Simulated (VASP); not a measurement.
Input of a VASP 6.6.1 run:

Contents of INCAR:

```
SYSTEM = CuTe
PREC = Accurate ; ENCUT = 520
EDIFF = 1E-7 ; ISMEAR = 0
SIGMA = 0.05 ; LREAL = .False.
LASPH = .True. ; NELM = 150
ALGO = Normal ; ISIF = 2
LWAVE = .False. ; LCHARG = .True.
ISPIN = 2 ; MAGMOM = 1 1 0 0
LORBIT = 11 ; LMAXMIX = 4
LDAU = .True. ; LDAUTYPE = 2
LDAUL = 2 -1 ; LDAUU = 8 0
LDAUJ = 0 0 ; LDAUPRINT = 1
LELF = .True. ; LVHAR = .True.
NBANDS = 29
```

Contents of KPOINTS:

```
regular mesh
0
Gamma
  4 4 4
  0 0 0
```

Contents of POSCAR:

```
CuTe
1.0
    4.6591304300      0.0000000000      0.0000000000
    0.0000000000      4.6591304300      0.0000000000
    0.0000000000      0.0000000000      5.8006283100
Cu Te
2 2
Direct
    0.0000000000      0.5000000000      0.0000000000
    0.5000000000      0.0000000000      0.5000000000
    0.0000000000      0.0000000000      0.2500000000
    0.0000000000      0.0000000000      0.7500000000
```

Potentials or basis: VASP PAW LDA potentials, release 64 (Cu, Te).

Command:

```sh
$ cat potpaw_LDA.64/Cu/POTCAR potpaw_LDA.64/Te/POTCAR > POTCAR
$ mpirun -np 1 vasp_std > vasp.out
```

(1) Estimate the pressure.

(2) What does it give for the band gap on the k mesh?

(3) What does it give for the net moment?

## Answers

(1) -2.8 GPa.

(2) zero (filled and empty bands overlap).

(3) 0.00 μB per cell.

Caveat: spin-orbit coupling is left out, which moves the levels of the heavy elements; the U is typed as a test and isn't derived for this compound.
